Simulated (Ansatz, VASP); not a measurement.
**TiO2 in VASP and in Ansatz**

```
Ti O
1.0
     2.67121   -2.67128   -0.01998
     2.67121    2.67128   -0.01998
    -2.63529    0.00000    4.81193
Ti O
2 4
Direct
  0.12501 0.87499 0.25000
  0.87499 0.12501 0.75000
  0.33225 0.08226 0.66451
  0.66775 0.91774 0.33549
  0.91774 0.66775 0.83549
  0.08226 0.33225 0.16451
```

Alike in both runs: task single point; functional r2SCAN; k mesh 8 × 8 × 8; no spin polarisation.

```csv
,VASP,Ansatz
version,VASP 6.6.1,Ansatz 0.2.0
potentials or method,"VASP PAW PBE potentials, release 64 (Ti_sv, O)","plane waves, PAW"
plane-wave cutoff (eV),520,500
occupations,"gaussian, width 0.01 eV",fixed
valence electrons in the cell,48,48
```

Ansatz gave:

| Property | Result |
| --- | --- |
| gap on the k mesh at the Fermi level (eV) | 2.57 |
| pressure (GPa) | 0.0 |
| traceless stress, the component that is largest in VASP (GPa) | 0.00 |
| rms of the force components (eV/Å) | 0.001 |

Problem. Estimate VASP's values.

Solution. gap on the k mesh at the Fermi level (eV): 2.59; pressure (GPa): 1.2; traceless stress, the component that is largest in VASP (GPa): -0.12; rms of the force components (eV/Å): 0.014.

VASP's potentials were made for PBE, not for r2SCAN. Atom by atom the forces differ by 0.013 eV/Å (rms over components). Ansatz's warnings: near symmetry operations not taken.
